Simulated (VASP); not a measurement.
Runs of VASP 6.6.1 on Si. The structure is that of space group Fd-3m (No. 227), or close to it. The cells are those of the table. 

| task | cell | gap on the mesh (eV) | pressure (GPa) | largest force (eV/Å) |
| --- | --- | --- | --- | --- |
| electric field gradients | a = 3.866 Å, angles 60.0°, 2 atoms | (a) | -3.2 | - |
| electric field gradients | a = 3.814 Å, angles 60.0°, 2 atoms | 0.44 | 0.4 | - |
| electric field gradients | a = 3.840 Å, angles 60.0°, 2 atoms | 0.47 | -1.5 | - |
| electric field gradients | a = 3.788 Å, angles 60.0°, 2 atoms | 0.40 | 2.6 | - |
| electric field gradients | a = 3.879 Å, angles 58.7°, 2 atoms | 0.43 | -1.3 | 0.29 |
| electric field gradients | a = 3.891 Å, angles 60.0°, 2 atoms | 0.53 | (b) | - |
| electric field gradients | a = 3.827 Å, angles 60.0°, 2 atoms | 0.45 | -0.5 | - |
| single point | a = 3.860 Å, angles 59.3°, 2 atoms | 0.45 | -1.4 | 0.15 |

Alike in all rows: level LDA; potentials or basis VASP PAW LDA potentials, release 64 (Si); no spin polarisation; k mesh 12 × 12 × 12; cutoff (eV) 520; smearing fermi-dirac 0.08 eV.

Q: Fill in the values left out.

A: (a) 0.50; (b) -4.7.

Caveats: the cell stands under tension (at least some runs).

A k mesh can miss the band edges.
